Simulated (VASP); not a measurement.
A run of VASP 6.6.1 is set up as follows.

Contents of INCAR:

```
SYSTEM = TiSi16
PREC = Accurate ; ENCUT = 520
EDIFF = 1E-6 ; ISMEAR = 0
SIGMA = 0.05 ; LREAL = Auto
LASPH = .True. ; NELM = 80
ALGO = Normal ; ISIF = 2
LWAVE = .False. ; LCHARG = .True.
GGA = PS ; LELF = .True.
LVHAR = .True. ; NBANDS = 52
```

KPOINTS

```
regular mesh
0
Gamma
  2 2 2
  0 0 0
```

The input POSCAR:

```
TiSi16
1.0
    0.0000000000      5.4300000000      5.4300000000
    5.4300000000      0.0000000000      5.4300000000
    5.4300000000      5.4300000000      0.0000000000
Si Ti
16 1
Direct
    0.0000258748     -0.0009711786     -0.0130124309
    0.1444204420      0.1434191529      0.0690303867
    0.0189591160      0.0179504604      0.4454412523
    0.1142127993      0.1132133517      0.6153989871
    0.0000424494      0.5142566298     -0.0130590239
    0.1110052486      0.6252293738      0.1388037753
   -0.0322056169      0.5110413444      0.5103888582
    0.1142348987      0.6574654696      0.6153442910
    0.5152617864     -0.0009485267     -0.0130792818
    0.6262248619      0.1100237569      0.1387834254
    0.5120360958     -0.0331878453      0.5103666667
    0.6584692449      0.1132447514      0.6153215470
    0.4818471455      0.4808620626      0.0566939227
    0.6262417127      0.6252527624      0.1387352670
    0.5120578269      0.5110727440      0.5103125230
    0.6073048803      0.6063269797      0.6802848066
    0.3131345304      0.3121428177      0.5628511050
```

Potentials or basis: VASP PAW PBE potentials, release 64 (Si, Ti_sv).

The run is started by

```bash
$ cat potpaw_PBE.64/Si/POTCAR potpaw_PBE.64/Ti_sv/POTCAR > POTCAR
$ mpirun -np 1 vasp_std > vasp.out
```

(1) What does it give for the pressure?

(2) What does it give for the largest force?

(3) Predict the band gap on the k mesh.

Answers

(1) 3.6 GPa.

(2) 0.021 eV/Å.

(3) zero (bands 38 and 39 overlap by 0.22 eV).

Caveat: the k points lie up to 0.50 Å⁻¹ apart; the PAW data sets were made with another functional, which shifts forces and pressure a little.
